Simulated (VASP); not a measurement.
## PbSe: single point with r2SCAN

Crystal: PbSe.

```xyz
4
Lattice="5.2254 0.0000 0.0000 -2.6127 4.5253 0.0000 0.0000 0.0000 6.2763" Properties=species:S:1:pos:R:3 pbc="T T T"
Pb    0.0000    3.0169   -0.4073
Pb    2.6127    1.5084    2.7308
Se    0.0000    3.0169    2.7609
Se    2.6127    1.5084    5.8991
```

This cell differs from its parent crystal: volume changed by +3%.

```yaml
Program: VASP 6.6.1
Task: single point
Functional: r2SCAN
Potentials_or_basis: VASP PAW PBE potentials, release 64 (Pb_d, Se)
Cutoff: 520 eV
k_mesh: 6 × 6 × 4
Occupations: gaussian, width 0.01 eV
Spin: no spin polarisation
Dipole_correction: no
Further_INCAR_settings: ALGO = Normal; EDIFF = 1e-07; NBANDS = 28
```

```
Pressure               : -1.1 GPa
Largest force          : 0.007 eV/Å
Band gap on the k mesh : 1.52 eV, direct
```

Forces in eV/Å, atoms in the order of the input:
```
Pb   0.000  0.000 -0.007
Pb   0.000  0.000 -0.007
Se   0.000  0.000  0.007
Se   0.000  0.000  0.007
```

Stress tensor (GPa, compression positive):
```
-1.07  0.00  0.00
 0.00 -1.07  0.00
 0.00  0.00 -1.18
```

Levels at points of the mesh, in eV from the valence-band top:
| k point | band 18 | band 19 | band 20 | band 21 | band 22 | band 23 |
| --- | --- | --- | --- | --- | --- | --- |
| (0.00, 0.00, 0.00) | -1.69 | -1.69 | -1.67 | 2.04 | 2.04 | 3.47 |
| (0.50, 0.00, 0.00) | -2.07 | -2.00 | -0.61 | 2.91 | 3.41 | 4.32 |
| (0.00, 0.00, 0.50) | -2.29 | -1.25 | -1.25 | 2.42 | 2.42 | 2.42 |
| (0.50, 0.00, 0.50) | -1.67 | -0.63 | -0.63 | 1.72 | 1.72 | 3.17 |

It took 5 min on 1 thread of Intel(R) Xeon(R) Platinum 8375C CPU @ 2.90GHz (Ice Lake), with other jobs on the host, peak memory 0.32 GiB.

Caveat: the PAW data sets were made with another functional, which shifts forces and pressure a little; spin-orbit coupling is left out, which moves the levels of the heavy elements. A k mesh can miss the band edges.
